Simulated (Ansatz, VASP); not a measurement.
**One calculation of KCl, two programs**

```
K Cl
1.0
     3.83920    0.00000    0.00000
     0.00000    3.83920    0.00000
     0.00000    0.00000    3.83920
K Cl
1 1
Direct
  0.84372 0.92186 0.00000
  0.50000 0.50000 0.50000
```

Alike in both runs: task single point; functional PBE; k mesh 6 × 6 × 6; occupations gaussian, width 0.05 eV; no spin polarisation.

```csv
,VASP,Ansatz
version,VASP 6.6.1,Ansatz 0.2.0
potentials or method,"VASP PAW PBE potentials, release 64 (K_sv, Cl), cutoff 520 eV","scalar-relativistic, plane waves, PAW"
valence electrons in the cell,16,16
```

|  | VASP | Ansatz | Ansatz less VASP |
| --- | --- | --- | --- |
| gap on the k mesh at the Fermi level (eV) | 4.87 | 4.87 | +0.001 |
| least direct gap on the mesh (eV) | 5.07 | 5.07 | +0.002 |
| pressure (GPa) | 2.9 | 2.9 | -0.05 |
| traceless stress, the component that is largest in VASP (GPa) | 2.17 | 2.14 | -0.035 |
| rms of the force components (eV/Å) | 0.469 | 0.459 | -0.0099 |

Atom by atom the forces differ by 0.010 eV/Å (rms over components).
